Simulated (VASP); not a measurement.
# SbSe2 (P6mm) in VASP: notebook, part 2 of 2

VASP 6.6.1.

## Step 3: Single point, PBE

This run uses another cell than the first one, of 26.14 Å³/atom, 1.011 times its volume.

The input, INCAR:

```
SYSTEM = SbSe2
  ALGO = Normal
  EDIFF = 1E-7
  ENCUT = 520
  GGA = PE
  ISIF = 2
  ISMEAR = 0
  LASPH = .TRUE.
  LCHARG = .FALSE.
  LREAL = .FALSE.
  LWAVE = .FALSE.
  NBANDS = 16
  NELM = 80
  PREC = Accurate
  SIGMA = 0.1
```

The input, KPOINTS:

```
k-points
0
G
  12 12 12
  0 0 0
```

The input, POSCAR:

```
SbSe2
1.0
    4.9059146446      0.0000000000      0.0000000000
   -2.4529573223      4.2486467110      0.0000000000
    0.0000000000      0.0000000000      3.7622277134
Sb Se
1 2
Direct
    0.0000000000      0.0000000000      0.7851367739
    0.3333333333      0.6666666667      0.5188302732
    0.6666666667      0.3333333333      0.5188302732
```

Potentials or basis: VASP PAW PBE potentials, release 64 (Sb, Se).

Started as:

```bash
$ cat potpaw_PBE.64/Sb/POTCAR potpaw_PBE.64/Se/POTCAR > POTCAR
$ mpirun -np 1 vasp_std > vasp.out
```

OUTCAR:

```text
SYSTEM = SbSe2
   EDIFF = 1E-7
   ENCUT = 520
   GGA = PE
   ISIF = 2
   ISMEAR = 0
   LASPH = .TRUE.
   LREAL = .FALSE.
   NELM = 80
   PREC = Accurate

 ion  position               nearest neighbor table
   1  0.000  0.000  0.785-   2 3.00   3 3.00   2 3.00   3 3.00   3 3.00   2 3.00
   2  0.333  0.667  0.519-   1 3.00   1 3.00   1 3.00
   3  0.667  0.333  0.519-   1 3.00   1 3.00   1 3.00

  LATTYP: Found a hexagonal cell.
 ALAT       =     4.9059146446
 C/A-ratio  =     0.7668759010

  Lattice vectors:

 A1 = (   4.9059146446,   0.0000000000,   0.0000000000)
 A2 = (  -2.4529573223,   4.2486467110,   0.0000000000)
 A3 = (   0.0000000000,   0.0000000000,   3.7622277134)

Analysis of symmetry for initial positions (statically):
=====================================================================
 Subroutine PRICEL returns:
 Original cell was already a primitive cell.

 Routine SETGRP: Setting up the symmetry group for a
 hexagonal supercell.

[... 162 lines left out ...]
  ext. energy  EPLUGINS =         0.00000000
  ---------------------------------------------------
  free energy    TOTEN  =       -10.24264770 eV

  energy without entropy =      -10.23685303  energy(sigma->0) =      -10.23975037

 E-fermi :   5.0356     XC(G=0):  -9.5889

 val. band max:        5.0295469736   @ k =   0.3333   0.0000   0.0833
 cond. band min:       5.0372841054   @ k =   0.0833   0.0833   0.1667
 fundamental gap:      0.0077371318
 Fermi energy:         5.0355751160

 k-point     1 :       0.0000    0.0000    0.0000
  band No.  band energies     occupation
      1      -9.9515      2.00000
      2      -6.0941      2.00000
      3      -3.1103      2.00000
      4       0.5058      2.00000
      5       0.5058      2.00000
      6       1.5880      2.00000
[... 433 lines left out ...]
      3      -4.1796      2.00000
      4      -0.7331      2.00000
      5       1.4919      2.00000
      6       3.2000      2.00000
[... 8 lines left out ...]
     15      12.7893      0.00000
     16      12.8675      0.00000

 [... further k-points ...]
[... 5 lines left out ...]
  --------------------------------------------------------------------------------------
  -------------------------------------------------------------------------------------
  Total       -0.0381668     -0.0381668     -0.0342602      0.0000000      0.0000000      0.0000000
  in kB       -0.7797962     -0.7797962     -0.6999791      0.0000000      0.0000000      0.0000000
  external PRESSURE =      -0.7531905 kB  Pullay stress =       0.0000000 kB

 VOLUME and BASIS-vectors are now :
 -----------------------------------------------------------------------------
  energy-cutoff  :      520.00
  volume of cell :       78.42
      direct lattice vectors                 reciprocal lattice vectors
     4.905914645  0.000000000  0.000000000     0.203835589  0.117684532  0.000000000
    -2.452957322  4.248646711  0.000000000     0.000000000  0.235369064  0.000000000
     0.000000000  0.000000000  3.762227713     0.000000000  0.000000000  0.265799966

 POSITION                                       TOTAL-FORCE (eV/Angst)
 -----------------------------------------------------------------------------------
      0.00000      0.00000      2.95386         0.000000     -0.000000     -0.005267
     -0.00000      2.83243      1.95196        -0.000000      0.000000      0.002633
      2.45296      1.41622      1.95196         0.000000      0.000000      0.002633
 -----------------------------------------------------------------------------------
    total drift:                                0.000000      0.000000      0.000208

  FREE ENERGIE OF THE ION-ELECTRON SYSTEM (eV)
  ---------------------------------------------------
  free  energy   TOTEN  =       -10.2426477038 eV

  energy  without entropy=      -10.2368530344  energy(sigma->0) =      -10.23975037
```

OSZICAR:

```text
N       E                     dE             d eps       ncg     rms          rms(c)
DAV:   1     0.756329930170E+02    0.75633E+02   -0.58449E+03  4256   0.829E+02
DAV:   2    -0.511639385457E+01   -0.80749E+02   -0.75017E+02  5864   0.147E+02
DAV:   3    -0.104466620468E+02   -0.53303E+01   -0.52800E+01  5016   0.429E+01
DAV:   4    -0.104918662940E+02   -0.45204E-01   -0.45194E-01  5680   0.468E+00
DAV:   5    -0.104923337319E+02   -0.46744E-03   -0.46743E-03  5248   0.480E-01    0.512E+00
DAV:   6    -0.102462294686E+02    0.24610E+00   -0.31574E-01  4696   0.318E+00    0.306E+00
DAV:   7    -0.102433627191E+02    0.28667E-02   -0.54024E-02  5744   0.123E+00    0.153E+00
DAV:   8    -0.102425723870E+02    0.79033E-03   -0.94296E-03  5264   0.551E-01    0.204E-01
DAV:   9    -0.102426187198E+02   -0.46333E-04   -0.55954E-04  5512   0.155E-01    0.652E-02
DAV:  10    -0.102426451023E+02   -0.26383E-04   -0.19190E-04  4944   0.807E-02    0.173E-02
DAV:  11    -0.102426466717E+02   -0.15694E-05   -0.98672E-06  5624   0.192E-02    0.730E-03
DAV:  12    -0.102426477711E+02   -0.10995E-05   -0.21059E-06  5240   0.991E-03    0.178E-03
DAV:  13    -0.102426477038E+02    0.67361E-07   -0.20333E-07  5336   0.315E-03
   1 F= -.10242648E+02 E0= -.10239750E+02  d E =-.579467E-02
```

stdout:

```text
POSCAR found type information on POSCAR SbSe
 POSCAR found :  2 types and       3 ions
 scaLAPACK will be used
 LDA part: xc-table for (Slater+PW92), standard interpolation
 POSCAR, INCAR and KPOINTS ok, starting setup
 FFT: planning ... GRIDC
 FFT: planning ... GRID_SOFT
 FFT: planning ... GRID
 WAVECAR not read
 entering main loop
```

Run time: 67 s. Hardware: 1 thread of AMD EPYC 9R45 (Zen 5), shared host; peak memory 0.26 GiB.

What came out:

* Free energy: -10.2426 eV
* Pressure: -0.1 GPa
* Largest force: 0.005 eV/Å

Forces on the atoms (eV/Å):
```
Sb   0.000  0.000 -0.005
Se   0.000  0.000  0.003
Se   0.000  0.000  0.003
```

Caveat: spin-orbit coupling is left out, which moves the levels of the heavy elements.
